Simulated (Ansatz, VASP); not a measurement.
# Li2Se in VASP and in Ansatz

```xyz
3
Lattice="0.0000 2.9830 2.9830 2.9830 0.0000 2.9830 2.9830 2.9830 0.0000" Properties=species:S:1:pos:R:3 pbc="T T T"
Li    1.4915    1.4915    1.4915
Li    4.4746    4.4746    4.4746
Se    0.0000    0.0000    0.0000
```

Alike in both runs: task single point; functional PBE; k mesh 10 × 10 × 10; occupations gaussian, width 0.05 eV; no spin polarisation.

|  | VASP | Ansatz |
| --- | --- | --- |
| version | VASP 6.6.1 | Ansatz 0.2.0 |
| potentials or method | VASP PAW PBE potentials, release 64 (Li_sv, Se), cutoff 750 eV | scalar-relativistic, plane waves, PAW |
| valence electrons in the cell | 12 | 22 |

```csv
,VASP,Ansatz,Ansatz less VASP
gap on the k mesh at the Fermi level (eV),2.96,2.97,+0.006
least direct gap on the mesh (eV),3.47,3.46,-0.003
pressure (GPa),0.6,0.7,+0.06
```

VASP's potentials hold 12 valence electrons a cell and Ansatz's 22, so a difference there can come from the potentials and not from the codes.
